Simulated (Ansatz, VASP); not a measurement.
CoO, level by level in two programs

```
CELL_PARAMETERS angstrom
3.17618 0.00000 0.00000
-1.58809 2.75066 0.00000
0.00000 0.00000 5.19362
ATOMIC_POSITIONS crystal
Co 0.33333 0.66667 0.50336
Co 0.00000 0.00000 0.00347
O 0.33333 0.66667 0.87156
O 0.00000 0.00000 0.37161
```

Single points on this cell with VASP 6.6.1 and Ansatz 0.2.0. Each row is one pair of runs. Alike in all rows: spin: collinear, typed start; k mesh: 10 × 10 × 5; smearing: fermi-dirac, width 0.05 eV.

| level | VASP's potentials, cutoff | Ansatz's potentials, cutoff | gap on the k mesh at the Fermi level (eV), VASP | gap on the k mesh at the Fermi level (eV), Ansatz | pressure (GPa), VASP | pressure (GPa), Ansatz | net moment per atom (μB), VASP | net moment per atom (μB), Ansatz |
| --- | --- | --- | --- | --- | --- | --- | --- | --- |
| PBEsol | VASP PAW PBE potentials, release 64 (Co, O), 520 eV | Ansatz PAW, 420 eV | ? | none | ? | -7.8 | ? | 0.00 |
| r2SCAN | VASP PAW PBE potentials, release 64 (Co, O), 520 eV | Ansatz PAW, 500 eV | 0.50 | 0.74 | 5.4 | 3.7 | 1.50 | 0.00 |
| LDA | VASP PAW LDA potentials, release 64 (Co, O), 520 eV | Ansatz PAW, 420 eV | none | none | -14.9 | -16.1 | 1.25 | 0.00 |

Fill in what VASP gave in row 1.

gap on the k mesh at the Fermi level (eV): none; pressure (GPa): -5.3; net moment per atom (μB): 1.42.

VASP's potentials hold 30 valence electrons a cell and Ansatz's 46, so a difference there can come from the potentials and not from the codes.

A gap of «none» marks a metal or a gap that the smearing closes.

In some rows the two programs ended in different magnetic states.

Noted on Ansatz's runs: the magnetic or orbital state may not be the lowest; odd divisions of the mesh miss points on the zone boundary, where band edges often lie, so the gap on the mesh can be too wide.

A gap of «none» marks a metal or a gap under the smearing width.
